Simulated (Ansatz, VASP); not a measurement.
## Two plane-wave programs on Ir

Contents of INCAR:

```
PREC     = Accurate       # precision mode
ENCUT    = 520            # plane-wave cutoff, eV
EDIFF    = 1E-6           # SCF threshold, eV
ISMEAR   = 0              # smearing method
SIGMA    = 0.1            # smearing width, eV
LREAL    = False          # projectors in reciprocal space
LASPH    = True           # aspherical terms in the spheres
NELM     = 60             # most SCF steps
ALGO     = Normal         # electronic algorithm
ISIF     = 2              # what is computed and relaxed
LWAVE    = False          # write WAVECAR
LCHARG   = False          # write CHGCAR
LDIPOL   = True         
IDIPOL   = 3            
DIPOL    = 0.5 0.5 0.500
GGA      = PS             # functional
NBANDS   = 30             # bands
```

Contents of KPOINTS:

```
regular mesh
0
Gamma
  13 13 1
```

The input POSCAR:

```
Ir
1.0
    2.7083818992      0.0000000000      0.0000000000
    0.0000000000      2.7083818992      0.0000000000
    0.0000000000      0.0000000000     22.6604608278
Ir
5
Direct
    0.5000000000      0.5000000000      0.3309729690
    0.0000000000      0.0000000000      0.4154864845
    0.5000000000      0.5000000000      0.5000000000
    0.0000000000      0.0000000000      0.5845135155
    0.5000000000      0.5000000000      0.6690270310
```

Input for Ansatz:

```yaml
crystal:
  lattice:
    - [2.7083818992, 0.0, 0.0]
    - [0.0, 2.7083818992, 0.0]
    - [0.0, 0.0, 22.6604608278]
  atoms:
    - { symbol: Ir, position: [0.5, 0.5, 0.330972969] }
    - { symbol: Ir, position: [0.0, 0.0, 0.4154864845] }
    - { symbol: Ir, position: [0.5, 0.5, 0.5] }
    - { symbol: Ir, position: [0.0, 0.0, 0.5845135155] }
    - { symbol: Ir, position: [0.5, 0.5, 0.669027031] }
basis:
  ecutwfc: 420
kpoints:
  mp_grid: { grid: [13, 13, 1] }
hamiltonian:
  xc: pbesol
scf:
  occupations: { method: gaussian, width: 0.1 }
output:
  forces: true
  stress: true
  eigenvalues: true
  write_density: true
  write_potential: true
  elf: true
  volumetric_format: npy
efield:
  axis: 3
  dipole_correction: true
  ramp_width: 0.04
```

Alike in both runs: task single point; functional PBEsol; k mesh 13 × 13 × 1; occupations gaussian, width 0.1 eV; no spin polarisation.

|  | VASP | Ansatz |
| --- | --- | --- |
| version | VASP 6.6.1 | Ansatz 0.2.0 |
| potentials or method | VASP PAW PBE potentials, release 64 (Ir), cutoff 520 eV | scalar-relativistic, plane waves, PAW |
| valence electrons in the cell | 45 | 85 |

```tsv
	VASP	Ansatz	Ansatz less VASP
gap on the k mesh at the Fermi level (eV)	none	none	-
rms of the force components (eV/Å)	0.599	0.613	+0.0142
```

VASP's potentials were made for PBE, not for PBEsol. Atom by atom the forces differ by 0.020 eV/Å (rms over components). A gap of «none» marks a metal or a gap that the smearing closes. The functional is the same, so the differences come from potentials, cutoffs and numerics. VASP's potentials hold 45 valence electrons a cell and Ansatz's 85, so a difference there can come from the potentials and not from the codes. Ansatz's warnings: xc potential rough in thin density.

Spin-orbit coupling is off throughout.
